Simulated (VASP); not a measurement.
# KF in VASP: further runs

Runs on KF. Level: PBE. Tasks: relaxation of shape and atoms at fixed volume, relaxation of cell and atoms.

Everything below comes from runs of VASP 6.6.1. Logs are shortened: lines on timing, memory, paths and dates and some standing lists are left out, and cuts for length are marked.

**1. The cell of the first run**

The typed cell holds 2 atoms: a = 4.167 Å, b = 4.167 Å, c = 4.167 Å, α = 59.99°, β = 59.99°, γ = 59.99°.

**2. Relaxation of shape and atoms at fixed volume, PBE (25.58 Å³/atom)**

INCAR reads:

```
PREC     = Accurate       # precision mode
ENCUT    = 600            # plane-wave cutoff, eV
EDIFF    = 1E-6           # SCF threshold, eV
ISMEAR   = 0              # smearing method
SIGMA    = 0.02           # smearing width, eV
LREAL    = False          # projectors in reciprocal space
LASPH    = True           # aspherical terms in the spheres
NELM     = 80             # most SCF steps
ALGO     = Normal         # electronic algorithm
ISIF     = 4              # what is computed and relaxed
LWAVE    = False          # write WAVECAR
LCHARG   = False          # write CHGCAR
GGA      = PE             # functional
IBRION   = 2              # ionic algorithm
NSW      = 50             # ionic steps
EDIFFG   = -0.01          # ionic threshold
```

KPOINTS reads:

```
Automatic mesh
0
Gamma
  8 8 8
```

POSCAR reads:

```
KF
1.0
    2.0832417752      1.2027601997      3.4023741644
   -2.0832417752      1.2027601997      3.4023741644
    0.0000000000     -2.4055203993      3.4023741644
K F
1 1
Direct
    0.2493696479      0.2493696479      0.2493696479
   -0.0006130279     -0.0006130279     -0.0006130279
```

Potentials or basis: VASP PAW PBE potentials, release 64 (K_sv, F).

Command:

```sh
cat potpaw_PBE.64/K_sv/POTCAR potpaw_PBE.64/F/POTCAR > POTCAR
mpirun -np 1 vasp_std > vasp.out
```

OUTCAR:

```text
PREC = Accurate
   ENCUT = 600
   EDIFF = 1E-6
   ISMEAR = 0
   LREAL = False
   LASPH = True
   NELM = 80
   ISIF = 4
   GGA = PE
   IBRION = 2
   NSW = 50
   EDIFFG = -0.01

 ion  position               nearest neighbor table
   1  0.249  0.249  0.249-   2 2.55   2 2.55   2 2.55   2 2.55
   2  0.999  0.999  0.999-   1 2.55   1 2.55   1 2.55   1 2.55

  LATTYP: Found a trigonal (rhomboedric) cell.
 ALAT       =     4.1668547307
 COS(alpha) =     0.5000890753

  Lattice vectors:

 A1 = (   2.0832417752,   1.2027601997,   3.4023741644)
 A2 = (  -2.0832417752,   1.2027601997,   3.4023741644)
 A3 = (   0.0000000000,  -2.4055203993,   3.4023741644)

Analysis of symmetry for initial positions (statically):
=====================================================================
 Subroutine PRICEL returns:
 Original cell was already a primitive cell.

 Routine SETGRP: Setting up the symmetry group for a
 trigonal (rhombohedral) supercell.

 Subroutine GETGRP returns: Found  6 space group operations
 (whereof  6 operations were pure point group operations)
 out of a pool of 12 trial point group operations.

The static configuration has the point symmetry C_3v.

Analysis of symmetry for dynamics (positions and initial velocities):
=====================================================================
 Subroutine PRICEL returns:
 Original cell was already a primitive cell.

 Routine SETGRP: Setting up the symmetry group for a
 trigonal (rhombohedral) supercell.

 Subroutine GETGRP returns: Found  6 space group operations
 (whereof  6 operations were pure point group operations)
 out of a pool of 12 trial point group operations.

The dynamic configuration has the point symmetry C_3v.

 Subroutine INISYM returns: Found  6 space group operations
 (whereof  6 operations are pure point group operations),
 and found     1 'primitive' translations

----------------------------------------------------------------------------------------

                                     Primitive cell

  volume of cell :      51.1508

  direct lattice vectors                    reciprocal lattice vectors
     2.083241775  1.202760200  3.402374164     0.240010548  0.138570154  0.097970804
    -2.083241775  1.202760200  3.402374164    -0.240010548  0.138570154  0.097970804
     0.000000000 -2.405520399  3.402374164     0.000000000 -0.277140309  0.097970804

  length of vectors
     4.166854731  4.166854731  4.166854731     0.293947324  0.293947324  0.293947324

  position of ions in fractional coordinates (direct lattice)
     0.249369648  0.249369648  0.249369648
     0.999386972  0.999386972  0.999386972

  ion indices of the primitive-cell ions
   primitive index   ion index
                 1           1
                 2           2

----------------------------------------------------------------------------------------

 KPOINTS: Automatic mesh

Automatic generation of k-mesh.
 Grid dimensions read from file:
 generate k-points for:    8    8    8

 Generating k-lattice:

  Cartesian coordinates                     Fractional coordinates (reciprocal lattice)
     0.030001318  0.017321269  0.012246351     0.125000000 -0.000000000  0.000000000
    -0.030001318  0.017321269  0.012246351    -0.000000000  0.125000000  0.000000000
     0.000000000 -0.034642539  0.012246351    -0.000000000 -0.000000000  0.125000000

  Length of vectors
     0.036743416  0.036743416  0.036743416

  Shift w.r.t. Gamma in fractional coordinates (k-lattice)
     0.000000000  0.000000000  0.000000000

 Subroutine IBZKPT returns following result:
 ===========================================

 Found     65 irreducible k-points:

 Following reciprocal coordinates:
            Coordinates               Weight
  0.000000  0.000000  0.000000      1.000000
  0.125000  0.000000  0.000000      6.000000
  0.250000  0.000000  0.000000      6.000000
  0.375000  0.000000 -0.000000      6.000000
  0.500000  0.000000  0.000000      3.000000
  0.125000  0.125000  0.000000      6.000000
[... 16 lines left out ...]
  0.250000  0.125000  0.125000      6.000000
  0.375000  0.125000  0.125000      6.000000
 [... further k-points ...]
   k-points           NKPTS =     65   k-points in BZ     NKDIM =     65   number of bands    NBANDS=     12
   number of dos      NEDOS =    301   number of ions     NIONS =      2
   total plane-waves  NPLWV =  46656
   dimension x,y,z NGX =    36 NGY =   36 NGZ =   36
   dimension x,y,z NGXF=    72 NGYF=   72 NGZF=   72
   ions per type =               1   1
   NGX,Y,Z   is equivalent  to a cutoff of  14.36, 14.36, 14.36 a.u.
   NGXF,Y,Z  is equivalent  to a cutoff of  28.73, 28.73, 28.73 a.u.
 SYSTEM =  unknown system
   PREC   = accura    normal or accurate (medium, high low for compatibility)
   ISTART =      0    job   : 0-new  1-cont  2-samecut
   ICHARG =      2    charge: 1-file 2-atom 10-const
   ISPIN  =      1    spin polarized calculation?
   LNONCOLLINEAR =      F non collinear calculations
   LSORBIT =      F    spin-orbit coupling
   LASPH  =      T    aspherical Exc in radial PAW
   ENCUT  =  600.0 eV  44.10 Ry    6.64 a.u.   8.32  8.32  8.32*2*pi/ulx,y,z
   NELM   =     80;   NELMIN=  2; NELMDL= -5     # of ELM steps
   EDIFF  = 0.1E-05   stopping-criterion for ELM
   LREAL  =      F    real-space projection
   EDIFFG = -.1E-01   stopping-criterion for IOM
   NSW    =     50    number of steps for IOM
   IBRION =      2    ionic relax: 0-MD 1-quasi-New 2-CG
   NFREE  =      1    steps in history (QN), initial steepest desc. (CG)
   ISIF   =      4    stress and relaxation
   ISYM   =      2    0-nonsym 1-usesym 2-fastsym
   POTIM  = 0.5000    time-step for ionic-motion
   TEBEG  =    0.0;   TEEND  =   0.0 temperature during run
   PSTRESS=    0.0 pullay stress
   NELECT =      16.0000    total number of electrons
   NUPDOWN=      -1.0000    fix difference up-down
   EMIN   =  10.00;   EMAX   =-10.00  energy-range for DOS
   EFERMI =   0.00;   METHOD = LEGACY
   ISMEAR =     0;   SIGMA  =   0.02  broadening in eV -4-tet -1-fermi 0-gaus
   EFERMI_NEDOS =   21; number of points for ismear=-14 and -15
   IALGO  =     38    algorithm
   IMIX   =      4    mixing-type and parameters
     AMIX     =   0.40;   BMIX     =  1.00
     AMIX_MAG =   1.60;   BMIX_MAG =  1.00
  volume/ion in A,a.u.               =      25.58       172.59
  Fermi-wavevector in a.u.,A,eV,Ry     =   1.111299  2.100050 16.802989  1.234985
  Thomas-Fermi vector in A             =   2.247860
   LORBIT       =      0    0 simple, 1 ext, 2 COOP (PROOUT), +10 PAW based schemes
   GGA     = PE    functional components
   LHFCALC =     F    Hartree Fock is set to
   AEXX    =    0.0000 exact exchange contribution
   IVDW    =     0    specifies the selected vdW correction
   LEPSILON=     F    determine dielectric tensor
   LRPA    =     F    only Hartree local field effects (RPA)
 conjugate gradient relaxation of ions
 non-spin polarized calculation
 Gauss-broadening in eV      SIGMA  =   0.02
  energy-cutoff  :      600.00
  volume of cell :       51.15
 maximum number of plane-waves:      1727
 NGX is ok and might be reduce to    36
   NGX = 17   NGY = 17   NGZ = 17

 number of electron      16.0000004 magnetization

 Free energy of the ion-electron system (eV)
  ---------------------------------------------------
  ext. energy  EPLUGINS =         0.00000000
  ---------------------------------------------------
  free energy    TOTEN  =        -8.12642968 eV

  energy without entropy =       -8.12642968  energy(sigma->0) =       -8.12642968

 E-fermi :  -3.5789     XC(G=0):  -6.9745

 val. band max:       -3.6736021648   @ k =  -0.2500   0.5000   0.2500
 cond. band min:       1.4570614177   @ k =   0.0000   0.0000   0.0000
 fundamental gap:      5.1306635825
 Fermi energy:        -3.5788714832

 k-point     1 :       0.0000    0.0000    0.0000
  band No.  band energies     occupation
      1     -29.8941      2.00000
      2     -22.1952      2.00000
      3     -13.3021      2.00000
      4     -13.3021      2.00000
      5     -13.3021      2.00000
      6      -3.8742      2.00000
      7      -3.8741      2.00000
      8      -3.8741      2.00000
      9       1.4571      0.00000
     10       8.0436      0.00000
     11       8.0463      0.00000
     12       8.1713      0.00000

 k-point     2 :       0.1250    0.0000    0.0000
  band No.  band energies     occupation
      1     -29.8884      2.00000
      2     -22.2065      2.00000
      3     -13.3175      2.00000
      4     -13.3090      2.00000
      5     -13.3090      2.00000
      6      -3.9032      2.00000
      7      -3.8608      2.00000
      8      -3.8607      2.00000
      9       1.7675      0.00000
     10       7.7219      0.00000
     11       7.7224      0.00000
     12       7.8989      0.00000

 k-point     3 :       0.2500    0.0000    0.0000
  band No.  band energies     occupation
      1     -29.8746      2.00000
      2     -22.2336      2.00000
      3     -13.3560      2.00000
      4     -13.3255      2.00000
      5     -13.3255      2.00000
      6      -3.9430      2.00000
      7      -3.8289      2.00000
      8      -3.8288      2.00000
      9       2.5679      0.00000
     10       7.1953      0.00000
     11       7.4154      0.00000
     12       7.4163      0.00000

 k-point     4 :       0.3750    0.0000   -0.0000
  band No.  band energies     occupation
      1     -29.8608      2.00000
      2     -22.2606      2.00000
      3     -13.3962      2.00000
      4     -13.3418      2.00000
      5     -13.3418      2.00000
      6      -3.9481      2.00000
      7      -3.7984      2.00000
      8      -3.7984      2.00000
      9       3.5808      0.00000
     10       6.2118      0.00000
     11       7.2366      0.00000
     12       7.2379      0.00000

 k-point     5 :       0.5000    0.0000    0.0000
  band No.  band energies     occupation
      1     -29.8550      2.00000
      2     -22.2718      2.00000
      3     -13.4134      2.00000
      4     -13.3486      2.00000
      5     -13.3486      2.00000
      6      -3.9413      2.00000
      7      -3.7861      2.00000
      8      -3.7861      2.00000
      9       4.2940      0.00000
     10       5.4814      0.00000
     11       7.1817      0.00000
     12       7.1832      0.00000
[... 228 lines left out ...]
      1     -29.8421      2.00000
      2     -22.2966      2.00000
      3     -13.4217      2.00000
      4     -13.4217      2.00000
      5     -13.3250      2.00000
      6      -4.1154      2.00000
      7      -3.6757      2.00000
      8      -3.6757      2.00000
      9       4.5548      0.00000
     10       4.6830      0.00000
     11       8.5530      0.00000
     12       9.1927      0.00000

 k-point    22 :       0.1250    0.1250    0.1250
  band No.  band energies     occupation
      1     -29.8884      2.00000
      2     -22.2065      2.00000
      3     -13.3175      2.00000
      4     -13.3090      2.00000
      5     -13.3090      2.00000
      6      -3.9033      2.00000
      7      -3.8607      2.00000
      8      -3.8607      2.00000
      9       1.7675      0.00000
     10       7.7222      0.00000
     11       7.7222      0.00000
     12       7.8983      0.00000

 k-point    23 :       0.2500    0.1250    0.1250
  band No.  band energies     occupation
      1     -29.8800      2.00000
      2     -22.2231      2.00000
      3     -13.3501      2.00000
      4     -13.3154      2.00000
      5     -13.3131      2.00000
      6      -3.9375      2.00000
      7      -3.8473      2.00000
      8      -3.8304      2.00000
      9       2.2371      0.00000
     10       7.2694      0.00000
     11       7.3365      0.00000
     12       7.9925      0.00000

 k-point    24 :       0.3750    0.1250    0.1250
  band No.  band energies     occupation
      1     -29.8662      2.00000
      2     -22.2500      2.00000
      3     -13.4032      2.00000
      4     -13.3296      2.00000
      5     -13.3175      2.00000
      6      -3.9504      2.00000
      7      -3.8150      2.00000
      8      -3.8066      2.00000
      9       3.0853      0.00000
     10       6.6277      0.00000
     11       7.1571      0.00000
     12       7.5433      0.00000

 [... further k-points ...]
[... 5 lines left out ...]
  --------------------------------------------------------------------------------------
  -------------------------------------------------------------------------------------
  Total        0.2081643      0.2081643      0.2075805      0.0000000      0.0000000      0.0000000
  in kB        6.5202568      6.5202568      6.5019713      0.0000000      0.0000000      0.0000000
  external PRESSURE =       6.5141616 kB  Pullay stress =       0.0000000 kB

 VOLUME and BASIS-vectors are now :
 -----------------------------------------------------------------------------
  energy-cutoff  :      600.00
  volume of cell :       51.15
      direct lattice vectors                 reciprocal lattice vectors
     2.083241775  1.202760200  3.402374164     0.240010548  0.138570154  0.097970804
    -2.083241775  1.202760200  3.402374164    -0.240010548  0.138570154  0.097970804
     0.000000000 -2.405520399  3.402374164     0.000000000 -0.277140309  0.097970804

 POSITION                                       TOTAL-FORCE (eV/Angst)
 -----------------------------------------------------------------------------------
      0.00000      0.00000      2.54535         0.000000     -0.000000     -0.000149
      0.00000      0.00000     10.20087         0.000000      0.000000      0.000149
 -----------------------------------------------------------------------------------
    total drift:                                0.000000     -0.000000      0.000219

  FREE ENERGIE OF THE ION-ELECTRON SYSTEM (eV)
  ---------------------------------------------------
  free  energy   TOTEN  =        -8.1264296845 eV

  energy  without entropy=       -8.1264296845  energy(sigma->0) =       -8.12642968

 reached required accuracy - stopping structural energy minimisation
```

Wall time 29 s (1 thread of Intel Xeon Platinum 8488C (Sapphire Rapids), shared host); peak memory 0.23 GiB.

What came out:

```
Free energy             : -8.1264 eV
Pressure after relaxing : 0.7 GPa
Band gap on the k mesh  : 5.13 eV (least direct gap 5.33 eV)
```

Final structure:
```
K F
1.0
     2.08324    1.20276    3.40237
    -2.08324    1.20276    3.40237
     0.00000   -2.40552    3.40237
K F
1 1
Direct
  0.24937 0.24937 0.24937
  0.99939 0.99939 0.99939
```

Levels at points of the mesh, in eV from the valence-band top:
| k point | band 6 | band 7 | band 8 | band 9 | band 10 | band 11 |
| --- | --- | --- | --- | --- | --- | --- |
| (0.00, 0.00, 0.00) | -0.20 | -0.20 | -0.20 | 5.13 | 11.72 | 11.72 |
| (0.50, 0.00, 0.00) | -0.27 | -0.11 | -0.11 | 7.97 | 9.15 | 10.86 |
| (0.50, 0.50, 0.00) | -0.44 | 0.00 | 0.00 | 8.23 | 8.36 | 12.23 |
| (0.50, 0.50, 0.50) | -0.27 | -0.11 | -0.11 | 7.97 | 9.15 | 10.86 |

Caveat: the relaxation stopped at its first step, so nothing moved. A k mesh can miss the band edges.

(Continued in part 2 of 2.)
